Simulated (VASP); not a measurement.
Crystal: GaN.

```xyz
2
Lattice="0.0653 2.2468 2.2468 2.2468 0.0653 2.2468 2.2468 2.2468 0.0653" Properties=species:S:1:pos:R:3 pbc="T T T"
Ga    0.0108    0.0108    0.0108
N     1.1290    1.1290    1.1290
```

This cell differs from its parent crystal: epitaxial 111 strain -3.0%.

Base run:

| Quantity | Value |
| --- | --- |
| Program | VASP 6.6.1 |
| Functional | PBE |
| Potentials or basis | VASP PAW PBE potentials, release 64 (Ga_d, N) |
| Cutoff | 520 eV |
| k mesh | 10 × 10 × 10 |
| Occupations | fermi-dirac, width 0.02 eV |
| Spin | no spin polarisation |

Its results: band gap on the k mesh 1.89 eV, direct; pressure 16.6 GPa; largest force 0.032 eV/Å.

The run is repeated on the same cell with these changes: functional from PBE to r2SCAN; occupations from fermi-dirac, width 0.02 eV to gaussian, width 0.01 eV. What comes out?

Band gap on the k mesh 2.30 eV, direct; pressure 11.7 GPa; largest force 0.009 eV/Å.

Caveats: the PAW data sets were made with another functional, which shifts forces and pressure a little (some runs).

